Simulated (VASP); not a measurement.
# SnO (Romarchite) (P4/nmm) in VASP: notebook

SnO (Romarchite) is run at these levels: PBE; tasks: single point.

All numbers are computed with VASP 6.6.1; they aren't measurements. Logs are shortened: lines on timing, memory, paths and dates and some standing lists are left out, and cuts for length are marked.

### 1 The cell of the first run

It takes space group P4/nmm (No. 129, tetragonal). Conventional cell: a = 3.761 Å, b = 3.761 Å, c = 4.841 Å, α = 90.00°, β = 90.00°, γ = 90.00°. Sn (site symmetry 4mm) has 4 O at 2.20 Å within 2.9 Å. Within 2.9 Å of O (site symmetry -4m2) lie 4 Sn at 2.20 Å and 4 O at 2.66 Å.

### 2 Single point, PBE

Input file INCAR:

```
  PREC = Accurate
  ENCUT = 520
  EDIFF = 1E-6
  ISMEAR = -1
  SIGMA = 0.05
  LREAL = False
  LASPH = True
  NELM = 80
  ALGO = Normal
  ISIF = 2
  LWAVE = False
  LCHARG = False
  GGA = PE
  NBANDS = 28
```

Input file KPOINTS:

```
Automatic mesh
0
Gamma
  5 5 4
```

Input file POSCAR:

```
SnO
1.0
    3.7606140000      0.0000000000      0.0000000000
    0.0000000000      3.7606140000      0.0000000000
    0.0000000000      0.0000000000      4.8408000000
Sn O
2 2
Direct
    0.5000000000      0.0000000000      0.2369000000
    0.0000000000      0.5000000000      0.7631000000
    0.0000000000      0.0000000000      0.0000000000
    0.5000000000      0.5000000000      0.0000000000
```

Potentials or basis: VASP PAW PBE potentials, release 64 (Sn_d, O).

Command:

```console
$ cat potpaw_PBE.64/Sn_d/POTCAR potpaw_PBE.64/O/POTCAR > POTCAR
$ mpirun -np 1 vasp_std > vasp.out
```

OUTCAR:

```text
PREC = Accurate
   ENCUT = 520
   EDIFF = 1E-6
   ISMEAR = -1
   LREAL = False
   LASPH = True
   NELM = 80
   ISIF = 2
   GGA = PE

 ion  position               nearest neighbor table
   1  0.500  0.000  0.237-   3 2.20   4 2.20   4 2.20   3 2.20   2 3.51   2 3.51   2 3.51   2 3.51
                             2 3.68   2 3.68   2 3.68   2 3.68
   2  0.000  0.500  0.763-   3 2.20   4 2.20   3 2.20   4 2.20   1 3.51   1 3.51   1 3.51   1 3.51
                             1 3.68   1 3.68   1 3.68   1 3.68
   3  0.000  0.000  0.000-   1 2.20   2 2.20   2 2.20   1 2.20
   4  0.500  0.500  0.000-   1 2.20   2 2.20   1 2.20   2 2.20

  LATTYP: Found a simple tetragonal cell.
 ALAT       =     3.7606140000
 C/A-ratio  =     1.2872366055

  Lattice vectors:

 A1 = (   3.7606140000,   0.0000000000,   0.0000000000)
 A2 = (   0.0000000000,   3.7606140000,   0.0000000000)
 A3 = (   0.0000000000,   0.0000000000,   4.8408000000)

Analysis of symmetry for initial positions (statically):
=====================================================================
 Subroutine PRICEL returns:
 Original cell was already a primitive cell.

 Routine SETGRP: Setting up the symmetry group for a
 simple tetragonal supercell.

 Subroutine GETGRP returns: Found 16 space group operations
 (whereof  8 operations were pure point group operations)
 out of a pool of 16 trial point group operations.

The static configuration has the point symmetry D_2d.
 The point group associated with its full space group is D_4h.

Analysis of symmetry for dynamics (positions and initial velocities):
=====================================================================
 Subroutine PRICEL returns:
 Original cell was already a primitive cell.

 Routine SETGRP: Setting up the symmetry group for a
 simple tetragonal supercell.

 Subroutine GETGRP returns: Found 16 space group operations
 (whereof  8 operations were pure point group operations)
 out of a pool of 16 trial point group operations.

The dynamic configuration has the point symmetry D_2d.
 The point group associated with its full space group is D_4h.

 Subroutine INISYM returns: Found 16 space group operations
 (whereof  8 operations are pure point group operations),
 and found     1 'primitive' translations

----------------------------------------------------------------------------------------

                                     Primitive cell

  volume of cell :      68.4596

  direct lattice vectors                    reciprocal lattice vectors
[... 85 lines left out ...]
   LREAL  =      F    real-space projection
   EDIFFG = 0.1E-04   stopping-criterion for IOM
   NSW    =      0    number of steps for IOM
   IBRION =     -1    ionic relax: 0-MD 1-quasi-New 2-CG
   NFREE  =      0    steps in history (QN), initial steepest desc. (CG)
   ISIF   =      2    stress and relaxation
   ISYM   =      2    0-nonsym 1-usesym 2-fastsym
   POTIM  = 0.5000    time-step for ionic-motion
   TEBEG  =    0.0;   TEEND  =   0.0 temperature during run
   PSTRESS=    0.0 pullay stress
   NELECT =      40.0000    total number of electrons
   NUPDOWN=      -1.0000    fix difference up-down
   EMIN   =  10.00;   EMAX   =-10.00  energy-range for DOS
   EFERMI =   0.00;   METHOD = LEGACY
   ISMEAR =    -1;   SIGMA  =   0.05  broadening in eV -4-tet -1-fermi 0-gaus
   EFERMI_NEDOS =   21; number of points for ismear=-14 and -15
   IALGO  =     38    algorithm
   IMIX   =      4    mixing-type and parameters
     AMIX     =   0.40;   BMIX     =  1.00
     AMIX_MAG =   1.60;   BMIX_MAG =  1.00
  volume/ion in A,a.u.               =      17.11       115.50
  Fermi-wavevector in a.u.,A,eV,Ry     =   1.368621  2.586319 25.485401  1.873124
  Thomas-Fermi vector in A             =   2.494569
   LORBIT       =      0    0 simple, 1 ext, 2 COOP (PROOUT), +10 PAW based schemes
   GGA     = PE    functional components
   LHFCALC =     F    Hartree Fock is set to
   AEXX    =    0.0000 exact exchange contribution
   IVDW    =     0    specifies the selected vdW correction
   LEPSILON=     F    determine dielectric tensor
   LRPA    =     F    only Hartree local field effects (RPA)
 non-spin polarized calculation
  energy-cutoff  :      520.00
  volume of cell :       68.46
 maximum number of plane-waves:      1860
 NGX is ok and might be reduce to    28
   NGX = 13   NGY = 13   NGZ = 19

 number of electron      40.0000014 magnetization

 Free energy of the ion-electron system (eV)
  ---------------------------------------------------
  ext. energy  EPLUGINS =         0.00000000
  ---------------------------------------------------
  free energy    TOTEN  =       -22.59608974 eV

  energy without entropy =      -22.59559845  energy(sigma->0) =      -22.59584410

 E-fermi :   7.7627     XC(G=0): -10.3662

 val. band max:        7.6156747875   @ k =   0.0000   0.0000   0.0000
 cond. band min:       7.9793238750   @ k =   0.4000   0.4000   0.0000
 fundamental gap:      0.3636490875
 Fermi energy:         7.7627254345

 k-point     1 :       0.0000    0.0000    0.0000
  band No.  band energies     occupation
      1     -14.6366      2.00000
      2     -14.1360      2.00000
      3     -14.1336      2.00000
      4     -14.1336      2.00000
      5     -14.0805      2.00000
      6     -14.0732      2.00000
[... 547 lines left out ...]
     27      17.5093      0.00000
     28      17.6121      0.00000

------------------------ aborting loop because EDIFF is reached ----------------------------------------

  FORCE on cell =-STRESS in cart. coord.  units (eV):
  Direction    XX          YY          ZZ          XY          YZ          ZX
  --------------------------------------------------------------------------------------
  -------------------------------------------------------------------------------------
  Total        3.5683548      3.5683548      2.5350651      0.0000000      0.0000000      0.0000000
  in kB       83.5110512     83.5110512     59.3287279      0.0000000      0.0000000      0.0000000
  external PRESSURE =      75.4502767 kB  Pullay stress =       0.0000000 kB

 VOLUME and BASIS-vectors are now :
 -----------------------------------------------------------------------------
  energy-cutoff  :      520.00
  volume of cell :       68.46
      direct lattice vectors                 reciprocal lattice vectors
     3.760614000  0.000000000  0.000000000     0.265914024  0.000000000  0.000000000
     0.000000000  3.760614000  0.000000000     0.000000000  0.265914024  0.000000000
     0.000000000  0.000000000  4.840800000     0.000000000  0.000000000  0.206577425

 POSITION                                       TOTAL-FORCE (eV/Angst)
 -----------------------------------------------------------------------------------
      1.88031      0.00000      1.14679        -0.000000      0.000000      0.839697
      0.00000      1.88031      3.69401         0.000000      0.000000     -0.839697
      0.00000      0.00000      0.00000         0.000000      0.000000      0.000000
      1.88031      1.88031      0.00000         0.000000     -0.000000      0.000000
 -----------------------------------------------------------------------------------
    total drift:                                0.000000      0.000000      0.000000

  FREE ENERGIE OF THE ION-ELECTRON SYSTEM (eV)
  ---------------------------------------------------
  free  energy   TOTEN  =       -22.5960897386 eV

  energy  without entropy=      -22.5955984540  energy(sigma->0) =      -22.59584410
```

stdout:

```text
POSCAR found type information on POSCAR SnO
 POSCAR found :  2 types and       4 ions
 scaLAPACK will be used
 LDA part: xc-table for (Slater+PW92), standard interpolation
 POSCAR, INCAR and KPOINTS ok, starting setup
 FFT: planning ... GRIDC
 FFT: planning ... GRID_SOFT
 FFT: planning ... GRID
 WAVECAR not read
 entering main loop
```

Run time: 24 s. Hardware: 1 thread of AMD EPYC 7R13 (Zen 3), shared host; peak memory 0.15 GiB.

What came out:

```yaml
Free_energy: -22.5961 eV
Pressure: 7.5 GPa
Largest_force: 0.840 eV/Å
Band_gap_on_the_k_mesh: 0.36 eV, indirect (least direct gap 2.11 eV)
```

Forces in eV/Å, atoms in the order of the input:
```
Sn   0.000  0.000  0.840
Sn   0.000  0.000 -0.840
O    0.000  0.000  0.000
O    0.000  0.000  0.000
```

Stress tensor (GPa, compression positive):
```
8.35 0.00 0.00
0.00 8.35 0.00
0.00 0.00 5.93
```

Caveat: spin-orbit coupling is left out, which moves the levels of the heavy elements. A k mesh can miss the band edges.

### 3 Single point, PBE

This run uses another cell than the first one, of 17.29 Å³/atom, 1.010 times its volume.

Input file INCAR:

```
SYSTEM = SnO
  ALGO = Normal
  EDIFF = 1E-6
  ENCUT = 520
  GGA = PE
  ISIF = 2
  ISMEAR = -1
  LASPH = .TRUE.
  LCHARG = .FALSE.
  LREAL = .FALSE.
  LWAVE = .FALSE.
  NBANDS = 28
  NELM = 100
  PREC = Accurate
  SIGMA = 0.05
```

Input file KPOINTS:

```
k-points
0
G
  5 5 4
  0 0 0
```

Edit POSCAR of step 2 so:

```diff
@@ -2,4 +2,4 @@
 1.0
-    3.7606140000      0.0000000000      0.0000000000
-    0.0000000000      3.7606140000      0.0000000000
+    3.7796070000      0.0000000000      0.0000000000
+    0.0000000000      3.7796070000      0.0000000000
     0.0000000000      0.0000000000      4.8408000000
```

Potentials or basis: VASP PAW PBE potentials, release 64 (Sn_d, O).

Command:

```console
$ cat potpaw_PBE.64/Sn_d/POTCAR potpaw_PBE.64/O/POTCAR > POTCAR
$ mpirun -np 1 vasp_std > vasp.out
```

Wall time 29 s (1 thread of AMD EPYC 7R13 (Zen 3), shared host); peak memory 0.15 GiB.

The run converged. Its results:

| Quantity | Value |
| --- | --- |
| Free energy | -22.6297 eV |
| Pressure | 6.3 GPa |
| Largest force | 0.707 eV/Å |
| Band gap on the k mesh | 0.43 eV, indirect (least direct gap 2.10 eV) |

Forces in eV/Å, atoms in the order of the input:
```
Sn   0.000  0.000  0.707
Sn   0.000  0.000 -0.707
O    0.000  0.000  0.000
O    0.000  0.000  0.000
```

Stress tensor (GPa, compression positive):
```
6.89 0.00 0.00
0.00 6.89 0.00
0.00 0.00 5.12
```

Levels at points of the mesh, in eV from the valence-band top:
```
           k point  band 17  band 18  band 19  band 20  band 21  band 22  band 23  band 24
(0.00, 0.00, 0.00)    -3.66    -3.34    -3.34     0.00     2.10     4.27     4.69     4.69
(0.00, 0.00, 0.50)    -3.36    -3.36    -3.14    -2.39     1.67     2.93     2.93     3.70
```

Caveat: spin-orbit coupling is left out, which moves the levels of the heavy elements. A k mesh can miss the band edges.
